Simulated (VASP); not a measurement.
# TiC (P-6m2) in VASP: a series of runs, part 3 of 3

VASP 6.6.1. Earlier steps stand in the parts before.

### Step 5. Relaxation of cell and atoms, PBE

This run uses another cell than the first one, of 10.82 Å³/atom.

Contents of INCAR:

```
ALGO = Normal
EDIFF = 1E-6
EDIFFG = -0.01
ENCUT = 600
GGA = PE
IBRION = 2
ISIF = 3
ISMEAR = 0
LASPH = True
LCHARG = False
LREAL = False
LWAVE = False
NELM = 60
NSW = 100
PREC = Accurate
SIGMA = 0.01
```

Contents of KPOINTS:

```
k-points
0
Gamma
  12 12 14
```

Contents of POSCAR:

```
TiC
1.0
    3.0511912070      0.0000000000      0.0000000000
   -1.5255956035      2.6424090971      0.0000000000
    0.0000000000      0.0000000000      2.6838339409
Ti C
1 1
Direct
    0.0000000000      0.0000000000      0.0000000000
    0.6666666667      0.3333333333      0.5000000000
```

Started as:

```
$ cat potpaw_PBE.64/Ti_sv/POTCAR potpaw_PBE.64/C/POTCAR > POTCAR
$ mpirun -np 1 vasp_std > vasp.out
```

Wall time 42 s (1 thread of Intel Xeon 6975P-C (Granite Rapids), shared host); peak memory 0.18 GiB.

Results (log left out):

```yaml
Free_energy: -17.3560 eV
Energy_gained_by_relaxing: 0.4 meV/atom
Ionic_steps: 5
Pressure_after_relaxing: 0.0 GPa
Band_gap_on_the_k_mesh: zero (bands 8 and 9 overlap by 0.07 eV)
```

Stress tensor (GPa, compression positive):
```
 0.06  0.00  0.00
 0.00  0.06  0.00
 0.00  0.00 -0.05
```

The path:
```
step  energy change (eV)  largest force (eV/Å)  pressure (GPa)  volume (Å³)
   1              0.0000                0.0000            0.19        21.64
   2             -0.0008                0.0000           -0.39        21.68
   3             -0.0008                0.0000           -0.45        21.68
   4             -0.0008                0.0000            0.30        21.60
   5             -0.0008                0.0000            0.02        21.64
```

Final structure:
```
Ti C
1.0
     3.04310    0.00000    0.00000
    -1.52155    2.63540    0.00000
     0.00000    0.00000    2.69788
Ti C
1 1
Direct
  0.00000 0.00000 0.00000
  0.66667 0.33333 0.50000
```

Levels at points of the mesh, in eV from the Fermi level:
| k point | band 6 | band 7 | band 8 | band 9 | band 10 | band 11 |
| --- | --- | --- | --- | --- | --- | --- |
| (0.00, 0.00, 0.00) | -1.56 | -1.56 | -0.92 | 2.33 | 3.37 | 3.37 |
| (0.50, 0.00, 0.00) | -4.83 | -0.72 | -0.26 | 0.25 | 3.07 | 3.50 |
| (0.00, 0.00, 0.50) | -5.56 | -0.47 | -0.47 | 1.17 | 1.17 | 4.74 |
| (0.50, 0.00, 0.50) | -3.97 | -2.53 | -2.18 | 1.52 | 3.31 | 4.38 |

### Step 6. Relaxation of cell and atoms, PBE

This run uses another cell than the first one, of 10.81 Å³/atom.

Contents of INCAR:

```
PREC = Accurate
ENCUT = 600
EDIFF = 1E-6
ISMEAR = 0
SIGMA = 0.1
LREAL = False
LASPH = True
NELM = 100
ALGO = Normal
ISIF = 3
LWAVE = False
LCHARG = False
GGA = PE
IBRION = 2
NSW = 100
EDIFFG = -0.01
```

Contents of KPOINTS:

```
Automatic mesh
0
Gamma
  24 24 20
```

Contents of POSCAR:

```
TiC
1.0
    3.0428249765      0.0000000000      0.0000000000
   -1.5214124882      2.6351637289      0.0000000000
    0.0000000000      0.0000000000      2.6967889251
Ti C
1 1
Direct
    0.0000000000      0.0000000000      0.0000000000
    0.6666666667      0.3333333333      0.5000000000
```

Potentials or basis: VASP PAW PBE potentials, release 64 (Ti_sv, C).

Started as:

```
$ cat potpaw_PBE.64/Ti_sv/POTCAR potpaw_PBE.64/C/POTCAR > POTCAR
$ mpirun -np 1 vasp_std > vasp.out
```

It took 84 s on 1 thread of Intel Xeon 6975P-C (Granite Rapids), shared host; peak memory 0.34 GiB.

Results (log left out):

| Property | Result |
| --- | --- |
| Free energy | -17.3567 eV |
| Relaxed volume | 10.82 Å³/atom |
| Relaxed cell | a = 3.043 Å, b = 3.043 Å, c = 2.699 Å, α = 90.00°, β = 90.00°, γ = 120.00° |
| Space group after relaxing (to 0.1 Å) | P-6m2 (No. 187) |
| Ionic steps | 2 |
| Pressure after relaxing | -0.1 GPa |
| Band gap on the k mesh | zero (bands 8 and 9 overlap by 0.13 eV) |

Final structure:
```cif
data_structure
_symmetry_space_group_name_H-M 'P 1'
_symmetry_Int_Tables_number 1
_cell_length_a 3.0435
_cell_length_b 3.0435
_cell_length_c 2.6987
_cell_angle_alpha 90.000
_cell_angle_beta 90.000
_cell_angle_gamma 120.000
_cell_volume 21.65
loop_
_atom_site_label
_atom_site_type_symbol
_atom_site_fract_x
_atom_site_fract_y
_atom_site_fract_z
_atom_site_occupancy
Ti1 Ti 0.00000 0.00000 0.00000 1
C1 C 0.66667 0.33333 0.50000 1
```

Levels at points of the mesh, in eV from the Fermi level:
```
           k point  band 4  band 5  band 6  band 7  band 8  band 9  band 10  band 11  band 12
(0.00, 0.00, 0.00)  -32.22  -11.97   -1.56   -1.56   -0.93    2.32     3.36     3.36     5.69
(0.50, 0.00, 0.00)  -32.18   -9.58   -4.84   -0.73   -0.27    0.24     3.06     3.49     3.75
(0.00, 0.00, 0.50)  -32.61   -8.84   -5.57   -0.48   -0.48    1.16     1.16     4.75     4.75
(0.50, 0.00, 0.50)  -32.69   -8.76   -3.98   -2.54   -2.19    1.51     3.30     4.37     5.58
```

### Step 7. The runs side by side

```csv
task,cell,k mesh,cutoff (eV),smearing,gap on the mesh (eV),pressure (GPa),relaxed volume (Å³/atom)
relaxation of cell and atoms,"relaxed from a = 2.960, b = 2.960, c = 2.889 Å, angles 90.0, 90.0, 120.0°, 2 atoms",6 × 6 × 6,600,gaussian 0.1 eV,0.27,0.0,10.82
single point,"a = 3.043, b = 3.043, c = 2.697 Å, angles 90.0, 90.0, 120.0°, 2 atoms",12 × 12 × 14,520,gaussian 0.01 eV,none,0.1,-
single point,"a = 3.042, b = 3.042, c = 2.698 Å, angles 90.0, 90.0, 120.0°, 2 atoms",24 × 24 × 20,520,gaussian 0.1 eV,none,0.1,-
relaxation of cell and atoms,"relaxed from a = 3.051, b = 3.051, c = 2.684 Å, angles 90.0, 90.0, 120.0°, 2 atoms",12 × 12 × 14,600,gaussian 0.01 eV,none,0.0,10.82
relaxation of cell and atoms,"relaxed from a = 3.043, b = 3.043, c = 2.697 Å, angles 90.0, 90.0, 120.0°, 2 atoms",24 × 24 × 20,600,gaussian 0.1 eV,none,-0.1,10.82
```

Alike in all rows: level PBE; potentials or basis VASP PAW PBE potentials, release 64 (Ti_sv, C); no spin polarisation.

Absolute energies hang on the potentials; compare differences alone.
